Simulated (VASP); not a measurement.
# Mo: single point with HSE06

The system is Mo.

```
Mo
1.0
     0.00000    2.00152    2.00152
     2.00152    0.00000    2.00152
     2.00152    2.00152    0.00000
Mo
1
Cartesian
  0.0000 0.0000 0.0000
```

This isn't the form of Mo at room conditions, which is bcc.

```yaml
Program: VASP 6.6.1
Task: single point
Functional: HSE06
Potentials_or_basis: VASP PAW PBE potentials, release 64 (Mo_sv)
Cutoff: 520 eV
k_mesh: 7 × 7 × 7
Occupations: fermi-dirac, width 0.1 eV
Spin: no spin polarisation
Dipole_correction: no
Grid_for_exact_exchange_PRECFOCK: Normal
Further_INCAR_settings: ALGO = Normal; EDIFF = 1e-07; NBANDS = 13
Share_of_exact_exchange: 0.25
Screening_parameter: 0.2079 1/Å
```

The pressure is -5.7 GPa. The band gap on the k mesh is zero (bands 7 and 8 overlap by 4.35 eV).

Levels at points of the mesh, in eV from the Fermi level:
| k point | band 5 | band 6 | band 7 | band 8 | band 9 | band 10 |
| --- | --- | --- | --- | --- | --- | --- |
| (0.00, 0.00, 0.00) | -7.80 | -0.94 | -0.94 | -0.94 | 2.64 | 2.64 |

Wall time 35 min on 1 thread of Oxide Virtual Turin-like Processor, on a shared host, peak memory 0.21 GiB.

Caveat: the k points lie up to 0.39 Å⁻¹ apart, too coarse for converged energies and pressures of a metal; the PAW data sets were made with another functional, which shifts forces and pressure a little.
